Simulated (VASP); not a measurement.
# AlCu: single point with r2SCAN

AlCu:

```xyz
2
Lattice="2.9568 -0.0887 0.0000 -0.0887 2.9568 0.0000 0.0000 0.0000 2.9568" Properties=species:S:1:pos:R:3 pbc="T T T"
Al    0.0000    0.0000    0.0000
Cu    1.4341    1.4341    1.4784
```

This cell differs from its parent crystal: strain -0.0600 x Voigt [0, 0, 0, 0, 0, 1].

```
Program                : VASP 6.6.1
Task                   : single point
Functional             : r2SCAN
Potentials or basis    : VASP PAW PBE potentials, release 64 (Al, Cu)
Cutoff                 : 520 eV
k mesh                 : 20 × 20 × 20
Occupations            : gaussian, width 0.15 eV
Spin                   : no spin polarisation
Dipole correction      : no
Further INCAR settings : ALGO = Normal; EDIFF = 1e-07; NBANDS = 14
```

The pressure is 0.8 GPa and the band gap on the k mesh is zero (bands 7 and 8 overlap by 5.05 eV).

Stress tensor (GPa, compression positive):
```
 1.26  3.85  0.00
 3.85  1.26  0.00
 0.00  0.00 -0.25
```

Levels at points of the mesh, in eV from the Fermi level:
| k point | band 3 | band 4 | band 5 | band 6 | band 7 | band 8 | band 9 | band 10 | band 11 | band 12 |
| --- | --- | --- | --- | --- | --- | --- | --- | --- | --- | --- |
| (0.00, 0.00, 0.00) | -5.34 | -4.25 | -4.19 | -4.13 | 4.00 | 4.20 | 4.51 | 6.54 | 6.57 | 11.75 |
| (0.50, 0.00, 0.00) | -5.06 | -4.67 | -4.66 | -4.13 | -3.41 | 7.21 | 8.64 | 8.88 | 9.19 | 9.42 |
| (0.50, 0.50, 0.00) | -4.59 | -4.56 | -4.52 | -3.82 | -3.75 | -1.05 | 0.34 | 11.24 | 13.34 | 13.79 |
| (0.00, 0.00, 0.50) | -5.04 | -4.76 | -4.58 | -4.14 | -3.42 | 7.54 | 8.41 | 8.95 | 9.36 | 9.54 |
| (0.50, 0.00, 0.50) | -4.56 | -4.55 | -4.17 | -4.17 | -3.82 | -0.85 | 0.09 | 11.03 | 13.40 | 13.49 |
| (0.50, 0.50, 0.50) | -5.89 | -3.80 | -3.80 | 0.26 | 0.45 | 1.03 | 1.98 | 2.20 | 2.72 | 2.93 |

Wall time 15 min on 1 thread of AMD EPYC 9R45 96-Core Processor (Zen 5), on a shared host, peak memory 0.5 GiB.

Caveat: the cell differs from its parent crystal (strain -0.0600 x Voigt [0, 0, 0, 0, 0, 1]); the PAW data sets were made with another functional, which shifts forces and pressure a little.
